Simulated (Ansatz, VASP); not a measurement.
# CsCl: VASP beside Ansatz

The input INCAR:

```
SYSTEM = CsCl
ALGO = Normal ; EDIFF = 1E-6
ENCUT = 500 ; GGA = PS
GGA_COMPAT = .FALSE. ; ISIF = 2
ISMEAR = 0 ; LASPH = .TRUE.
LCHARG = .FALSE. ; LREAL = .FALSE.
LWAVE = .FALSE. ; NBANDS = 15
NELM = 120 ; PREC = Accurate
SIGMA = 0.01
```

File KPOINTS:

```
k-points
0
G
  6 6 6
  0 0 0
```

The input POSCAR:

```
CsCl
1.0
    4.0653446562      0.0000000000      0.0000000000
    0.0000000000      4.0653446562      0.0000000000
    0.0000000000      0.0000000000      4.0450179329
Cs Cl
1 1
Direct
    0.0000000000      0.0000000000      0.0000000000
    0.5000000000      0.5000000000      0.5000000000
```

Input for Ansatz:

```yaml
crystal:
  lattice:
    - [4.06534465622, 0.0, 0.0]
    - [0.0, 4.06534465622, 0.0]
    - [0.0, 0.0, 4.04501793294]
  atoms:
    - { symbol: Cs, position: [0.0, 0.0, 0.0] }
    - { symbol: Cl, position: [0.5, 0.5, 0.5] }
kpoints:
  mp_grid: { grid: [6, 6, 6] }
scf:
  occupations: { method: fixed }
  convergence: { dr2_threshold: 1.0e-10 }
hamiltonian:
  xc: pbesol
  pseudopotentials: { kind: all_electron, lapw: { basis_error: 0.0005 } }
output:
  forces: true
  stress: true
  eigenstates:
    kpoints:
      - [0.0, 0.0, 0.0]
      - [0.0, 0.5, 0.5]
      - [0.5, 0.0, 0.5]
      - [0.5, 0.5, 0.0]
      - [-0.5, -0.5, -0.5]
      - [0.0, -0.5, 0.0]
      - [0.0, 0.0, -0.5]
      - [-0.5, 0.0, 0.0]
  eigenvalues: true
```

Change from the starting cell: z stretched by -0.5 %, x and y held.

Alike in both runs: task single point; functional PBEsol; k mesh 6 × 6 × 6; no spin polarisation.

|  | VASP | Ansatz |
| --- | --- | --- |
| version | VASP 6.6.1 | Ansatz 0.2.0 |
| potentials or method | VASP PAW PBE potentials, release 64 (Cs_sv, Cl), cutoff 500 eV | all-electron LAPW, scalar-relativistic |
| occupations | gaussian, width 0.01 eV | fixed |

|  | VASP | Ansatz | Ansatz less VASP |
| --- | --- | --- | --- |
| gap on the k mesh at the Fermi level (eV) | 5.19 | 5.20 | +0.013 |
| pressure (GPa) | 0.2 | 0.1 | -0.04 |
| traceless stress, the component that is largest in VASP (GPa) | 0.10 | 0.10 | -0.001 |

VASP's potentials were made for PBE, not for PBEsol. Ansatz ran all-electron here, and VASP with PAW potentials.

Spin-orbit coupling is off throughout.
